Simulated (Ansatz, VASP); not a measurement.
**AlN in VASP and in Ansatz**

```
Al N
1.0
     3.11100    0.00000    0.00000
    -1.55550    2.69421    0.00000
     0.00000    0.00000    4.97800
Al N
2 2
Direct
  0.31106 0.62213 0.00000
  0.68894 0.37787 0.50000
  0.35285 0.70569 0.38500
  0.64715 0.29431 0.88500
```

Change from the starting cell: mode 4 (252.6 1/cm) frozen in, largest displacement -0.120 Å.

Alike in both runs: task single point; functional r2SCAN; k mesh 12 × 12 × 6; occupations gaussian, width 0.05 eV; no spin polarisation.

|  | VASP | Ansatz |
| --- | --- | --- |
| version | VASP 6.6.1 | Ansatz 0.2.0 |
| potentials or method | VASP PAW PBE potentials, release 64 (Al, N), cutoff 520 eV | scalar-relativistic, plane waves, PAW |
| valence electrons in the cell | 16 | 16 |

|  | VASP | Ansatz | Ansatz less VASP |
| --- | --- | --- | --- |
| gap on the k mesh at the Fermi level (eV) | 4.67 | 4.63 | -0.039 |
| least direct gap on the mesh (eV) | 4.67 | 4.63 | -0.039 |
| pressure (GPa) | -1.3 | -0.9 | +0.40 |
| traceless stress, the component that is largest in VASP (GPa) | 0.53 | 0.51 | -0.016 |
| rms of the force components (eV/Å) | 0.359 | 0.356 | -0.0025 |

VASP's potentials were made for PBE, not for r2SCAN. Atom by atom the forces differ by 0.003 eV/Å (rms over components). The functional is the same, so the differences come from potentials, cutoffs and numerics.
